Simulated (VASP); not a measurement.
**ZrS: single point with PBEsol**

ZrS:

```
CELL_PARAMETERS angstrom
2.58308 2.58308 0.00000
-2.58308 2.58308 0.00000
0.00000 0.00000 5.21781
ATOMIC_POSITIONS crystal
Zr 0.00000 0.00000 0.00000
Zr 0.50000 0.50000 0.50000
S 0.50000 0.50000 0.00000
S 0.00000 0.00000 0.50000
```

This cell differs from its parent crystal: strain along c alone, the other axes held: +1.0 %.

```
Program             : VASP 6.6.1
Task                : single point
Functional          : PBEsol
Potentials or basis : VASP PAW PBE potentials, release 64 (Zr_sv, S)
Cutoff              : 520 eV
k mesh              : 14 × 14 × 10
Occupations         : gaussian, width 0.1 eV
Spin                : no spin polarisation
```

```json
{
 "Pressure": "-1.2 GPa",
 "Band gap on the k mesh": "zero (bands 18 and 19 overlap by 2.95 eV)"
}
```

Stress tensor (GPa, compression positive):
```
-0.19  0.00  0.00
 0.00 -0.19  0.00
 0.00  0.00 -3.29
```

Levels at points of the mesh, in eV from the Fermi level:
```
           k point  band 16  band 17  band 18  band 19  band 20  band 21
(0.00, 0.00, 0.00)    -3.52    -3.52    -1.53    -1.42    -1.42    -0.77
(0.50, 0.00, 0.00)    -5.72     0.39     0.39     0.81     0.81     1.19
(0.50, 0.50, 0.00)    -4.50    -3.65    -3.65     0.53     0.53     2.46
(0.00, 0.00, 0.50)    -4.37    -2.78    -2.78    -0.17    -0.17     1.29
(0.50, 0.00, 0.50)    -6.13     1.52     1.52     1.56     1.56     1.90
(0.50, 0.50, 0.50)    -5.99    -0.06    -0.06    -0.06    -0.06     1.89
```

It took 4.4 min on 1 thread of Intel(R) Xeon(R) Platinum 8375C CPU @ 2.90GHz (Ice Lake), with other jobs on the host, peak memory 0.41 GiB.

Caveat: the cell differs from its parent crystal (strain along c alone, the other axes held: +1.0 %); the PAW data sets were made with another functional, which shifts forces and pressure a little.
